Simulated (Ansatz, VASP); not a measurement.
# CdS: VASP beside Ansatz

Contents of POSCAR:

```
CdS
1.0
    0.0000000000      2.7537760889      2.7537760889
    2.7537760889      0.0000000000      2.7537760889
    2.7537760889      2.7537760889      0.0000000000
Cd S
1 1
Direct
    0.0000000000      0.0000000000      0.0000000000
    0.5000000000      0.5000000000      0.5000000000
```

The input INCAR.step1:

```
SYSTEM = CdS
ALGO = Normal
EDIFF = 1E-5
ENCUT = 700
GGA = PE
GGA_COMPAT = .FALSE.
ISMEAR = 0
LASPH = .TRUE.
LCHARG = .FALSE.
LREAL = .FALSE.
LWAVE = .TRUE.
NBANDS = 20
NELM = 120
PREC = Accurate
SIGMA = 0.01
```

Contents of INCAR.step2:

```
SYSTEM = CdS
ALGO = Normal
EDIFF = 1E-6
ENCUT = 700
GGA_COMPAT = .FALSE.
ISIF = 2
ISMEAR = 0
ISTART = 1
LASPH = .TRUE.
LCHARG = .TRUE.
LELF = .TRUE.
LMIXTAU = .TRUE.
LREAL = .FALSE.
LVHAR = .TRUE.
LWAVE = .FALSE.
METAGGA = R2SCAN
NBANDS = 20
NELM = 120
PREC = Accurate
SIGMA = 0.01
```

File KPOINTS:

```
k-points
0
G
  6 6 6
  0 0 0
```

Input for Ansatz:

```yaml
crystal:
  lattice:
    - [0.0, 2.7537760889, 2.7537760889]
    - [2.7537760889, 0.0, 2.7537760889]
    - [2.7537760889, 2.7537760889, 0.0]
  atoms:
    - { symbol: Cd, position: [0.0, 0.0, 0.0] }
    - { symbol: S, position: [0.5, 0.5, 0.5] }
kpoints:
  mp_grid: { grid: [6, 6, 6] }
hamiltonian:
  xc: r2scan
scf:
  occupations: { method: fixed }
  n_extra_bands: 4
output:
  forces: true
  stress: true
  eigenvalues: true
```

Alike in both runs: task single point; functional r2SCAN; k mesh 6 × 6 × 6; no spin polarisation.

|  | VASP | Ansatz |
| --- | --- | --- |
| version | VASP 6.6.1 | Ansatz 0.2.0 |
| potentials or method | VASP PAW PBE potentials, release 64 (Cd_sv_GW, S) | plane waves, PAW |
| plane-wave cutoff (eV) | 700 | 500 |
| occupations | gaussian, width 0.01 eV | fixed |
| valence electrons in the cell | 26 | 26 |

|  | VASP | Ansatz | Ansatz less VASP |
| --- | --- | --- | --- |
| gap on the k mesh at the Fermi level (eV) | 0.75 | 0.75 | -0.001 |
| pressure (GPa) | -2.3 | -2.3 | +0.07 |

VASP's potentials were made for PBE, not for r2SCAN.
